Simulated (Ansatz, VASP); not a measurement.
## ZnO: VASP beside Ansatz

```xyz
4
Lattice="3.2663 0.0000 0.0000 -1.6331 2.8287 0.0000 0.0000 0.0000 6.1688" Properties=species:S:1:pos:R:3 pbc="T T T"
Zn    0.0000    0.0000    4.6266
Zn    0.0000    0.0000    1.5422
O     0.0000    1.8858    1.5422
O     1.6331    0.9429    4.6266
```

Alike in both runs: task single point; functional PBE; dispersion D3(BJ); k mesh 12 × 12 × 6; occupations gaussian, width 0.05 eV; no spin polarisation.

|  | VASP | Ansatz |
| --- | --- | --- |
| version | VASP 6.6.1 | Ansatz 0.2.0 |
| potentials or method | VASP PAW PBE potentials, release 64 (Zn, O), cutoff 520 eV | scalar-relativistic, plane waves, PAW |
| valence electrons in the cell | 36 | 36 |

Ansatz gave:

```
gap on the k mesh at the Fermi level (eV)                     : 0.70
least direct gap on the mesh (eV)                             : 0.70
pressure (GPa)                                                : 0.0
traceless stress, the component that is largest in VASP (GPa) : -0.02
```

Question: What did VASP give for the same quantities?

Answer: gap on the k mesh at the Fermi level (eV): 0.70; least direct gap on the mesh (eV): 0.70; pressure (GPa): 0.9; traceless stress, the component that is largest in VASP (GPa): -1.05.
